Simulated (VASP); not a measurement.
Set up this calculation in VASP 6.6.1, as the native input.

| Property | Result |
| --- | --- |
| Task | single point |
| Functional | PBEsol |
| Potentials or basis | VASP PAW PBE potentials, release 64 (Si, Ti_sv) |
| Cutoff | 520 eV |
| k mesh | 2 × 2 × 2 |
| Occupations | fermi-dirac, width 0.05 eV |
| Spin | no spin polarisation |
| Dipole correction | no |
| Further INCAR settings | LREAL = Auto; ALGO = Normal; EDIFF = 1e-07; NBANDS = 52 |

The structure of TiSi16 (a cell with a defect) lies in POSCAR:

```
TiSi16
1.0
    0.0000000000      5.4300000000      5.4300000000
    5.4300000000      0.0000000000      5.4300000000
    5.4300000000      5.4300000000      0.0000000000
Si Ti
16 1
Direct
   -0.0769889503      0.1197697974      0.0256998158
    0.2082504604      0.0229834254      0.1993001842
    0.0260497238     -0.0992909761      0.6156998158
    0.1371086556      0.0654511971      0.6986003683
   -0.0786003683      0.2683057090      0.4299631676
    0.0454419890      0.6361970534      0.1137661142
    0.0568324125      0.4347882136      0.5090976059
    0.1941620626      0.4933149171      0.6682136280
    0.5892725599     -0.1187384899      0.0534346225
    0.5857826888      0.1741252302      0.2323756906
    0.5380386740     -0.0735451197      0.6093462247
    0.6305248619      0.1229926335      0.6922559853
    0.5334162063      0.5452578269      0.0134530387
    0.8765101289      0.6123112339     -0.0917403315
    0.5194935543      0.6194935543      0.4098066298
    0.7142909761      0.5732044199      0.5747697974
    0.3666022099      0.3399723757      0.9822744015
```

One way to write it, as run:

INCAR

```
PREC = Accurate ; ENCUT = 520
EDIFF = 1E-7 ; ISMEAR = -1
SIGMA = 0.05 ; LREAL = Auto
LASPH = T ; NELM = 80
ALGO = Normal ; ISIF = 2
LWAVE = F ; LCHARG = F
GGA = PS ; NBANDS = 52
```

KPOINTS

```
Automatic mesh
0
Gamma
  2 2 2
```

Potentials or basis: VASP PAW PBE potentials, release 64 (Si, Ti_sv).

Command:

```sh
$ cat potpaw_PBE.64/Si/POTCAR potpaw_PBE.64/Ti_sv/POTCAR > POTCAR
$ mpirun -np 1 vasp_std > vasp.out
```

It gave:

* Pressure: -2.1 GPa
* Largest force: 3.044 eV/Å
* Band gap on the k mesh: zero (band 38 reaches 6.80 eV, above the bottom of band 39 at 6.56 eV)

Caveat: the k points lie up to 0.50 Å⁻¹ apart; the PAW data sets were made with another functional, which shifts forces and pressure a little.

It took 2.4 min on 1 thread of Intel(R) Xeon(R) 6975P-C (Granite Rapids), with other jobs on the host, peak memory 0.5 GiB.
